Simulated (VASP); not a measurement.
Input of a VASP 6.6.1 run:

The input INCAR:

```
ALGO     = Fast           # electronic algorithm
EDIFF    = 1E-6           # SCF threshold, eV
EDIFFG   = -0.04          # ionic threshold
ENCUT    = 600            # plane-wave cutoff, eV
GGA      = PE             # functional
IBRION   = 2              # ionic algorithm
ISIF     = 3              # what is computed and relaxed
ISMEAR   = 0              # smearing method
LASPH    = True           # aspherical terms in the spheres
LCHARG   = False          # write CHGCAR
LREAL    = False          # projectors in reciprocal space
LWAVE    = False          # write WAVECAR
NELM     = 100            # most SCF steps
NSW      = 90             # ionic steps
PREC     = Accurate       # precision mode
SIGMA    = 0.1            # smearing width, eV
```

File KPOINTS:

```
k-points
0
Gamma
  6 6 2
```

The input POSCAR:

```
Mg2Al
1.0
    3.0790881653      0.0000000000      0.0000000000
   -1.5395440826      2.6665685716      0.0000000000
    0.0000000000      0.0000000000     11.9763903229
Mg Al
4 2
Direct
    0.3333333333      0.6666666667      0.6275000000
    0.6666666667      0.3333333333      0.1275000000
    0.3333333333      0.6666666667      0.8725000000
    0.6666666667      0.3333333333      0.3725000000
    0.3333333333      0.6666666667      0.2500000000
    0.6666666667      0.3333333333      0.7500000000
```

Potentials or basis: VASP PAW PBE potentials, release 64 (Mg, Al).

Run with:

```console
$ cat potpaw_PBE.64/Mg/POTCAR potpaw_PBE.64/Al/POTCAR > POTCAR
$ mpirun -np 1 vasp_std > vasp.out
```

(1) What does it give for the relaxed cell?

(2) Estimate the relaxed volume.

(3) What does it give for the band gap on the k mesh?

(4) Predict the space group after relaxing (to 0.05 Å).

## Answers

(1) a = 3.080 Å, b = 3.080 Å, c = 14.977 Å, α = 90.00°, β = 90.00°, γ = 120.00°.

(2) 20.51 Å³/atom.

(3) zero (band 7 reaches 5.46 eV, above the bottom of band 8 at 3.18 eV).

(4) P6_3/mmc (No. 194).

Caveat: the k points lie up to 0.39 Å⁻¹ apart in the final cell; the volume moved by over 15 % at a fixed basis, so the end points are rough.
